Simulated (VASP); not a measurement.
GePt (rocksalt type), 2 atoms in the cell. Symmetry: Fm-3m, No. 225, cubic system. The conventional cell has a = 4.999 Å, b = 4.999 Å, c = 4.999 Å, α = 90.00°, β = 90.00°, γ = 90.00°. Within 3.3 Å of Pt (site symmetry m-3m) lie 6 Ge at 2.50 Å. Within 3.3 Å of Ge (site symmetry m-3m) lie 6 Pt at 2.50 Å. 

| Property | Result |
| --- | --- |
| Program | VASP 6.6.1 |
| Task | single point |
| Functional | PBE |
| Potentials or basis | VASP PAW PBE potentials, release 64 (Pt, Ge_d) |
| Cutoff | 520 eV |
| k mesh | 14 × 14 × 14 |
| Occupations | fermi-dirac, width 0.1 eV |
| Spin | no spin polarisation |
| Dipole correction | no |
| Further INCAR settings | ALGO = Normal; EDIFF = 1e-06; NBANDS = 19 |

Potentials or basis: VASP PAW PBE potentials, release 64 (Pt, Ge_d).

Run with:

```bash
$ cat potpaw_PBE.64/Pt/POTCAR potpaw_PBE.64/Ge_d/POTCAR > POTCAR
$ mpirun -np 1 vasp_std > vasp.out
```

Hardware: 1 thread of Intel Xeon 8259CL, on a shared host.

Q: Estimate the wall time of this run.

A: Run time: 72 s on 1 thread of Intel Xeon 8259CL, on a shared host, peak memory 0.21 GiB. Counts: scf iterations 11, k points 104.
